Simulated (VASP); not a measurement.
# CoPt2W (P4/mmm) in VASP: density of states with PBE

Aim: the density of states of CoPt2W with PBE.

All numbers are computed with VASP 6.6.1; they aren't measurements. Logs are shortened: lines on timing, memory, paths and dates and some standing lists are left out, and cuts for length are marked.

## (1) The cell of the first run

The structure is tetragonal, space group P4/mmm (No. 123). The conventional cell has a = 3.969 Å, b = 3.969 Å, c = 3.893 Å, α = 90.00°, β = 90.00°, γ = 90.00°. Co (site symmetry 4/mmm) has 8 Pt at 2.78 Å and 4 W at 2.81 Å within 3.7 Å. Within 3.7 Å of Pt (site symmetry mmm) lie 4 Co at 2.78 Å and 4 W at 2.78 Å and 4 Pt at 2.81 Å. W (site symmetry 4/mmm) has 8 Pt at 2.78 Å and 4 Co at 2.81 Å within 3.7 Å.

## (2) Density of states, PBE

Contents of POSCAR:

```
CoPt2W
1.0
    3.9686770000      0.0000000000      0.0000000000
    0.0000000000      3.9686770000      0.0000000000
    0.0000000000      0.0000000000      3.8928150000
Co Pt W
1 2 1
Direct
    0.5000000000      0.5000000000      0.0000000000
    0.0000000000      0.5000000000      0.5000000000
    0.5000000000      0.0000000000      0.5000000000
    0.0000000000      0.0000000000      0.0000000000
```

Contents of INCAR.step1:

```
PREC = Accurate ; ENCUT = 520
EDIFF = 1E-6 ; ISMEAR = -1
SIGMA = 0.0627 ; LREAL = False
LASPH = True ; NELM = 60
ALGO = Normal ; ISIF = 2
LWAVE = False ; LCHARG = True
LMAXMIX = 4 ; GGA = PE
NBANDS = 30
```

Contents of KPOINTS.step1:

```
regular mesh
0
Gamma
  9 9 9
```

Contents of INCAR.step2:

```
PREC = Accurate ; ENCUT = 520
EDIFF = 1E-6 ; ISMEAR = -5
SIGMA = 0.0627 ; LREAL = False
LASPH = True ; NELM = 60
ALGO = Normal ; ISIF = 2
LWAVE = False ; LCHARG = False
LMAXMIX = 4 ; GGA = PE
LORBIT = 10 ; NBANDS = 30
NEDOS = 2001 ; ICHARG = 11
```

Contents of KPOINTS.step2:

```
regular mesh
0
Gamma
  14 14 14
```

Potentials or basis: VASP PAW PBE potentials, release 64 (Co, Pt, W_sv).

On the command line:

```console
> cat potpaw_PBE.64/Co/POTCAR potpaw_PBE.64/Pt/POTCAR potpaw_PBE.64/W_sv/POTCAR > POTCAR
> cp INCAR.step1 INCAR
> cp KPOINTS.step1 KPOINTS
> mpirun -np 1 vasp_std > vasp.out
> cp INCAR.step2 INCAR
> cp KPOINTS.step2 KPOINTS
> mpirun -np 1 vasp_std > vasp.out
```

OUTCAR:

```text
PREC = Accurate
   ENCUT = 520
   EDIFF = 1E-6
   ISMEAR = -5
   LREAL = False
   LASPH = True
   NELM = 60
   ISIF = 2
   GGA = PE
   LORBIT = 10
   ICHARG = 11

 ion  position               nearest neighbor table
   1  0.500  0.500  0.000-   2 2.78   3 2.78   2 2.78   3 2.78   3 2.78   3 2.78   2 2.78   2 2.78
                             4 2.81   4 2.81   4 2.81   4 2.81
   2  0.000  0.500  0.500-   1 2.78   4 2.78   1 2.78   4 2.78   4 2.78   4 2.78   1 2.78   1 2.78
                             3 2.81   3 2.81   3 2.81   3 2.81
   3  0.500  0.000  0.500-   1 2.78   4 2.78   1 2.78   4 2.78   1 2.78   1 2.78   4 2.78   4 2.78
                             2 2.81   2 2.81   2 2.81   2 2.81
   4  0.000  0.000  0.000-   2 2.78   3 2.78   2 2.78   3 2.78   2 2.78   2 2.78   3 2.78   3 2.78
                             1 2.81   1 2.81   1 2.81   1 2.81

  LATTYP: Found a simple tetragonal cell.
 ALAT       =     3.9686770000
 C/A-ratio  =     0.9808848138

  Lattice vectors:

 A1 = (   3.9686770000,   0.0000000000,   0.0000000000)
 A2 = (   0.0000000000,   3.9686770000,   0.0000000000)
 A3 = (   0.0000000000,   0.0000000000,   3.8928150000)

Analysis of symmetry for initial positions (statically):
=====================================================================
 Subroutine PRICEL returns:
 Original cell was already a primitive cell.

 Routine SETGRP: Setting up the symmetry group for a
 simple tetragonal supercell.

 Subroutine GETGRP returns: Found 16 space group operations
 (whereof 16 operations were pure point group operations)
 out of a pool of 16 trial point group operations.

The static configuration has the point symmetry D_4h.

Analysis of symmetry for dynamics (positions and initial velocities):
=====================================================================
 Subroutine PRICEL returns:
 Original cell was already a primitive cell.

 Routine SETGRP: Setting up the symmetry group for a
 simple tetragonal supercell.

 Subroutine GETGRP returns: Found 16 space group operations
 (whereof 16 operations were pure point group operations)
 out of a pool of 16 trial point group operations.

The dynamic configuration has the point symmetry D_4h.

 Subroutine INISYM returns: Found 16 space group operations
 (whereof 16 operations are pure point group operations),
 and found     1 'primitive' translations

----------------------------------------------------------------------------------------

                                     Primitive cell

  volume of cell :      61.3134

  direct lattice vectors                    reciprocal lattice vectors
     3.968677000  0.000000000  0.000000000     0.251973139  0.000000000  0.000000000
     0.000000000  3.968677000  0.000000000     0.000000000  0.251973139  0.000000000
     0.000000000  0.000000000  3.892815000     0.000000000  0.000000000  0.256883515

  length of vectors
     3.968677000  3.968677000  3.892815000     0.251973139  0.251973139  0.256883515

  position of ions in fractional coordinates (direct lattice)
     0.500000000  0.500000000  0.000000000
     0.000000000  0.500000000  0.500000000
     0.500000000  0.000000000  0.500000000
     0.000000000  0.000000000  0.000000000

  ion indices of the primitive-cell ions
   primitive index   ion index
                 1           1
                 2           2
                 3           3
                 4           4

----------------------------------------------------------------------------------------

 KPOINTS: regular mesh

Automatic generation of k-mesh.
 Grid dimensions read from file:
 generate k-points for:   14   14   14

 Generating k-lattice:

  Cartesian coordinates                     Fractional coordinates (reciprocal lattice)
     0.017998081  0.000000000  0.000000000     0.071428571  0.000000000  0.000000000
     0.000000000  0.017998081  0.000000000     0.000000000  0.071428571  0.000000000
     0.000000000  0.000000000  0.018348822     0.000000000  0.000000000  0.071428571

  Length of vectors
     0.017998081  0.017998081  0.018348822

  Shift w.r.t. Gamma in fractional coordinates (k-lattice)
     0.000000000  0.000000000  0.000000000

 TETIRR: Found   4116 inequivalent tetrahedra from    16464

 Subroutine IBZKPT returns following result:
 ===========================================

 Found    288 irreducible k-points:

 Following reciprocal coordinates:
            Coordinates               Weight
  0.000000  0.000000  0.000000      1.000000
  0.071429  0.000000  0.000000      4.000000
  0.142857  0.000000  0.000000      4.000000
  0.214286  0.000000  0.000000      4.000000
  0.285714  0.000000  0.000000      4.000000
  0.357143  0.000000  0.000000      4.000000
[... 16 lines left out ...]
  0.285714  0.214286  0.000000      8.000000
  0.357143  0.214286  0.000000      8.000000
 [... further k-points ...]
   k-points           NKPTS =    288   k-points in BZ     NKDIM =    288   number of bands    NBANDS=     30
   number of dos      NEDOS =   2001   number of ions     NIONS =      4
   total plane-waves  NPLWV =  27000
   dimension x,y,z NGX =    30 NGY =   30 NGZ =   30
   dimension x,y,z NGXF=    60 NGYF=   60 NGZF=   60
   ions per type =               1   2   1
   NGX,Y,Z   is equivalent  to a cutoff of  12.57, 12.57, 12.81 a.u.
   NGXF,Y,Z  is equivalent  to a cutoff of  25.13, 25.13, 25.62 a.u.
 SYSTEM =  unknown system
   PREC   = accura    normal or accurate (medium, high low for compatibility)
   ISTART =      0    job   : 0-new  1-cont  2-samecut
   ICHARG =     11    charge: 1-file 2-atom 10-const
   ISPIN  =      1    spin polarized calculation?
   LNONCOLLINEAR =      F non collinear calculations
   LSORBIT =      F    spin-orbit coupling
   LASPH  =      T    aspherical Exc in radial PAW
   ENCUT  =  520.0 eV  38.22 Ry    6.18 a.u.   7.38  7.38  7.24*2*pi/ulx,y,z
   NELM   =     60;   NELMIN=  2; NELMDL=  0     # of ELM steps
   EDIFF  = 0.1E-05   stopping-criterion for ELM
   LREAL  =      F    real-space projection
   EDIFFG = 0.1E-04   stopping-criterion for IOM
   NSW    =      0    number of steps for IOM
   IBRION =     -1    ionic relax: 0-MD 1-quasi-New 2-CG
   NFREE  =      0    steps in history (QN), initial steepest desc. (CG)
   ISIF   =      2    stress and relaxation
   ISYM   =      2    0-nonsym 1-usesym 2-fastsym
   POTIM  = 0.5000    time-step for ionic-motion
   TEBEG  =    0.0;   TEEND  =   0.0 temperature during run
   PSTRESS=    0.0 pullay stress
   NELECT =      43.0000    total number of electrons
   NUPDOWN=      -1.0000    fix difference up-down
   EMIN   =  10.00;   EMAX   =-10.00  energy-range for DOS
   EFERMI =   0.00;   METHOD = LEGACY
   ISMEAR =    -5;   SIGMA  =   0.06  broadening in eV -4-tet -1-fermi 0-gaus
   EFERMI_NEDOS =   21; number of points for ismear=-14 and -15
   IALGO  =     38    algorithm
   IMIX   =      4    mixing-type and parameters
     AMIX     =   0.40;   BMIX     =  1.00
     AMIX_MAG =   1.60;   BMIX_MAG =  1.00
  volume/ion in A,a.u.               =      15.33       103.44
  Fermi-wavevector in a.u.,A,eV,Ry     =   1.454496  2.748599 28.783926  2.115559
  Thomas-Fermi vector in A             =   2.571640
   LORBIT       =     10    0 simple, 1 ext, 2 COOP (PROOUT), +10 PAW based schemes
   GGA     = PE    functional components
   LHFCALC =     F    Hartree Fock is set to
   AEXX    =    0.0000 exact exchange contribution
   IVDW    =     0    specifies the selected vdW correction
   LEPSILON=     F    determine dielectric tensor
   LRPA    =     F    only Hartree local field effects (RPA)
 non-spin polarized calculation
 Fermi weights with tetrahedron method with Bloechl corrections
  energy-cutoff  :      520.00
  volume of cell :       61.31
 maximum number of plane-waves:      1695
 NGX is ok and might be reduce to    30

 number of electron      42.9999998 magnetization

 Free energy of the ion-electron system (eV)
  ---------------------------------------------------
  ext. energy  EPLUGINS =         0.00000000
  ---------------------------------------------------
  free energy    TOTEN  =       -32.12984169 eV

  energy without entropy =      -32.12984169  energy(sigma->0) =      -32.12984169

 E-fermi :  10.5102     XC(G=0): -13.0811

 val. band max:       10.5289397663   @ k =   0.2857   0.1429   0.5000
 cond. band min:      10.4682030829   @ k =   0.5000   0.4286   0.5000
 fundamental gap:     -0.0607366834
 Fermi energy:        10.5102200091

 k-point     1 :       0.0000    0.0000    0.0000
  band No.  band energies     occupation
      1     -64.6211      2.00000
      2     -28.7682      2.00000
      3     -28.7165      2.00000
      4     -28.7165      2.00000
      5       0.6222      2.00000
      6       3.2981      2.00000
[... 22 lines left out ...]
     29      19.0696      0.00000
     30      19.8060      0.00000

 k-point     2 :       0.0714    0.0000    0.0000
  band No.  band energies     occupation
      1     -64.6211      2.00000
      2     -28.7683      2.00000
      3     -28.7175      2.00000
      4     -28.7165      2.00000
      5       0.6879      2.00000
      6       3.3425      2.00000
[... 22 lines left out ...]
     29      18.9244      0.00000
     30      19.5990      0.00000

 k-point     3 :       0.1429    0.0000    0.0000
  band No.  band energies     occupation
      1     -64.6210      2.00000
      2     -28.7689      2.00000
      3     -28.7205      2.00000
      4     -28.7165      2.00000
      5       0.8824      2.00000
      6       3.4715      2.00000
[... 682 lines left out ...]
     29      17.1875      0.00000
     30      19.5265      0.00000

 k-point    24 :       0.3571    0.2143    0.0000
  band No.  band energies     occupation
      1     -64.6206      2.00000
      2     -28.7729      2.00000
      3     -28.7332      2.00000
      4     -28.7242      2.00000
      5       2.5899      2.00000
      6       4.4809      2.00000
[... 22 lines left out ...]
     29      17.9874      0.00000
     30      19.0949      0.00000

 [... further k-points ...]
[... 5 lines left out ...]
  --------------------------------------------------------------------------------------
  -------------------------------------------------------------------------------------
  Total       -5.9258716     -5.9258716     -3.8037022      0.0000000      0.0000000      0.0000000
  in kB     -154.8486937   -154.8486937    -99.3943777      0.0000000      0.0000000      0.0000000
  external PRESSURE =    -136.3639217 kB  Pullay stress =       0.0000000 kB

 VOLUME and BASIS-vectors are now :
 -----------------------------------------------------------------------------
  energy-cutoff  :      520.00
  volume of cell :       61.31
      direct lattice vectors                 reciprocal lattice vectors
     3.968677000  0.000000000  0.000000000     0.251973139  0.000000000  0.000000000
     0.000000000  3.968677000  0.000000000     0.000000000  0.251973139  0.000000000
     0.000000000  0.000000000  3.892815000     0.000000000  0.000000000  0.256883515

 POSITION                                       TOTAL-FORCE (eV/Angst)
 -----------------------------------------------------------------------------------
      1.98434      1.98434      0.00000         0.000000      0.000000      0.000000
      0.00000      1.98434      1.94641         0.000000      0.000000      0.000000
      1.98434      0.00000      1.94641         0.000000      0.000000      0.000000
      0.00000      0.00000      0.00000         0.000000      0.000000      0.000000
 -----------------------------------------------------------------------------------
    total drift:                               -0.000000      0.000000     -0.000000

  FREE ENERGIE OF THE ION-ELECTRON SYSTEM (eV)
  ---------------------------------------------------
  free  energy   TOTEN  =       -32.1298416907 eV

  energy  without entropy=      -32.1298416907  energy(sigma->0) =      -32.12984169

 total charge

# of ion       s       p       d       tot
------------------------------------------
    1        0.372   0.394   7.310   8.076
    2        0.694   0.667   7.976   9.337
    3        0.694   0.667   7.976   9.337
    4        2.362   6.238   3.114  11.715
--------------------------------------------------
tot          4.122   7.967  26.375  38.464
```

Wall time 4.2 min (1 thread of Intel Xeon Platinum 8488C (Sapphire Rapids), shared host); peak memory 0.6 GiB.

What came out:

* Valence electrons inside the program's atomic spheres: Co 8.08; Pt 9.34; W 11.71

Caveat: spin-orbit coupling is left out, which moves the levels of the heavy elements; tetrahedron occupations give inexact forces and stress in metals. Spin polarisation is off, so any magnetic state and its effect on volume and gap are missing.
